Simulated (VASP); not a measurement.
Write the native input for VASP 6.6.1 that does the following.

- Task: single point
- Functional: PBE
- Potentials or basis: VASP PAW PBE potentials, release 64 (B, Bi_d, Br)
- Cutoff: 520 eV
- k mesh: 6 × 6 × 4
- Occupations: gaussian, width 0.1 eV
- Spin: no spin polarisation
- Dipole correction: no
- Further INCAR settings: ALGO = Normal; EDIFF = 1e-06; NBANDS = 32

The structure of Bi2B3Br lies in POSCAR:

```
Bi2B3Br
1.0
    5.7458490800      0.0000000000      0.0000000000
   -2.8729245400      4.9760512700      0.0000000000
    0.0000000000      0.0000000000      4.2437784700
B Bi Br
3 2 1
Direct
    0.0000000000      0.5000000000      0.9950230700
    0.5000000000      0.0000000000      0.9950230700
    0.5000000000      0.5000000000      0.9950230700
    0.6666666700      0.3333333300      0.4961477200
    0.3333333300      0.6666666700      0.4961477200
    0.0000000000      0.0000000000      0.1926302600
```

These files were run (other wordings do the same):

INCAR

```
PREC     = Accurate       # precision mode
ENCUT    = 520            # plane-wave cutoff, eV
EDIFF    = 1E-6           # SCF threshold, eV
ISMEAR   = 0              # smearing method
SIGMA    = 0.1            # smearing width, eV
LREAL    = F              # projectors in reciprocal space
LASPH    = T              # aspherical terms in the spheres
NELM     = 100            # most SCF steps
ALGO     = Normal         # electronic algorithm
ISIF     = 2              # what is computed and relaxed
LWAVE    = F              # write WAVECAR
LCHARG   = F              # write CHGCAR
GGA      = PE             # functional
NBANDS   = 32             # bands
```

KPOINTS

```
regular mesh
0
Gamma
  6 6 4
```

Potentials or basis: VASP PAW PBE potentials, release 64 (B, Bi_d, Br).

The run is started by

```bash
$ cat potpaw_PBE.64/B/POTCAR potpaw_PBE.64/Bi_d/POTCAR potpaw_PBE.64/Br/POTCAR > POTCAR
$ mpirun -np 1 vasp_std > vasp.out
```

It gave:

The pressure is 0.4 GPa and the largest force is 0.277 eV/Å. The band gap on the k mesh is zero (band 23 reaches 6.40 eV, above the bottom of band 24 at 5.07 eV).

Caveat: the k points lie up to 0.37 Å⁻¹ apart; spin-orbit coupling is left out, which moves the levels of the heavy elements.

Wall time 75 s on 1 thread of Intel Xeon 6975P-C (shared host), peak memory 0.3 GiB.
